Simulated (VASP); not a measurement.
# I: single point with PBE

Crystal: I.

```xyz
1
Lattice="0.0000 2.3656 3.9098 2.1922 0.0000 3.9098 2.1922 2.3656 0.0000" Properties=species:S:1:pos:R:3 pbc="T T T"
I     0.0000    0.0000    0.0000
```

- Program: VASP 6.6.1
- Task: single point
- Functional: PBE
- Potentials or basis: VASP PAW PBE potentials, release 64 (I)
- Cutoff: 520 eV
- k mesh: 9 × 9 × 9
- Occupations: gaussian, width 0.024 eV
- Spin: no spin polarisation
- Dipole correction: no
- Further INCAR settings: ALGO = Normal; EDIFF = 1e-06; NBANDS = 10

```yaml
Pressure: 0.4 GPa
Band_gap_on_the_k_mesh: zero (an odd number of electrons rules out a gap without spin polarisation)
```

Stress tensor (GPa, compression positive):
```
0.37 0.00 0.00
0.00 0.09 0.00
0.00 0.00 0.76
```

Levels at points of the mesh, in eV from the Fermi level:
```tsv
k point	band 1	band 2	band 3	band 4	band 5	band 6	band 7	band 8	band 9
(0.00, 0.00, 0.00)	-13.88	-1.94	0.78	1.05	4.54	7.48	8.21	12.12	12.43
```

Wall time 60 s on 1 thread of Intel Xeon 8259CL, on a shared host, peak memory 0.2 GiB.

Caveat: spin-orbit coupling is left out, which moves the levels of the heavy elements; an odd number of electrons without spin polarisation forces a metal; a magnetic or distorted state may lie lower.
